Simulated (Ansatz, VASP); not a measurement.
## One calculation of ZrC, two programs

INCAR

```
SYSTEM = ZrC
PREC = Accurate
ENCUT = 520
EDIFF = 1E-6
ISMEAR = -1
SIGMA = 0.05
LREAL = .False.
LASPH = .True.
NELM = 100
ALGO = Normal
ISIF = 2
LWAVE = .False.
LCHARG = .True.
GGA = RE
LELF = .True.
LVHAR = .True.
NBANDS = 24
```

KPOINTS

```
regular mesh
0
Gamma
  7 7 4
  0 0 0
```

POSCAR

```
ZrC
1.0
    3.3914762718      0.0000000000      0.0000000000
   -1.6957381359      2.9371046077      0.0000000000
    0.0000000000      0.0000000000      5.2900530000
Zr C
2 2
Direct
    0.6666666667      0.3333333333      0.7500000000
    0.3333333333      0.6666666667      0.2500000000
    0.0000000000      0.0000000000      0.5000000000
    0.0000000000      0.0000000000      0.0000000000
```

Contents of input.yaml:

```yaml
crystal:
  lattice:
    - [3.3914762718, 0.0, 0.0]
    - [-1.6957381359, 2.9371046077, 0.0]
    - [0.0, 0.0, 5.290053]
  atoms:
    - { symbol: Zr, position: [0.6666666667, 0.3333333333, 0.75] }
    - { symbol: Zr, position: [0.3333333333, 0.6666666667, 0.25] }
    - { symbol: C, position: [0.0, 0.0, 0.5] }
    - { symbol: C, position: [0.0, 0.0, 0.0] }
hamiltonian:
  xc: revpbe
  pseudopotentials: { kind: paw }
kpoints:
  mp_grid: { grid: [7, 7, 4] }
  band_path:
    path:
      - [[0.0, 0.0, 0.0], [0.5, 0.0, 0.0], [0.3333333333, 0.3333333333, 0.0], [0.0, 0.0, 0.0], [0.0, 0.0, 0.5], [0.5, 0.0, 0.5], [0.3333333333, 0.3333333333, 0.5], [0.0, 0.0, 0.5]]
      - [[0.5, 0.0, 0.5], [0.5, 0.0, 0.0]]
      - [[0.3333333333, 0.3333333333, 0.0], [0.3333333333, 0.3333333333, 0.5]]
    npoints: 14
scf:
  occupations: { method: fermi_dirac, width: 0.05 }
  n_extra_bands: 10
output:
  forces: true
  stress: true
  eigenvalues: true
  fatbands: false
```

Alike in both runs: functional revPBE; k mesh 7 × 7 × 4; occupations fermi-dirac, width 0.05 eV; no spin polarisation.

|  | VASP | Ansatz |
| --- | --- | --- |
| version | VASP 6.6.1 | Ansatz 0.2.0 |
| potentials or method | VASP PAW PBE potentials, release 64 (Zr_sv, C) | Ansatz PAW |
| plane-wave cutoff (eV) | 520 | 420 |
| valence electrons in the cell | 32 | 32 |
| task | single point | band structure |

|  | VASP | Ansatz | Ansatz less VASP |
| --- | --- | --- | --- |
| gap on the k mesh at the Fermi level (eV) | none | none | - |
| pressure (GPa) | 0.2 | 0.0 | -0.19 |
| traceless stress, the component that is largest in VASP (GPa) | 2.82 | 2.83 | +0.004 |

VASP's potentials were made for PBE, not for revPBE. A gap of «none» marks a metal or a gap that the smearing closes.
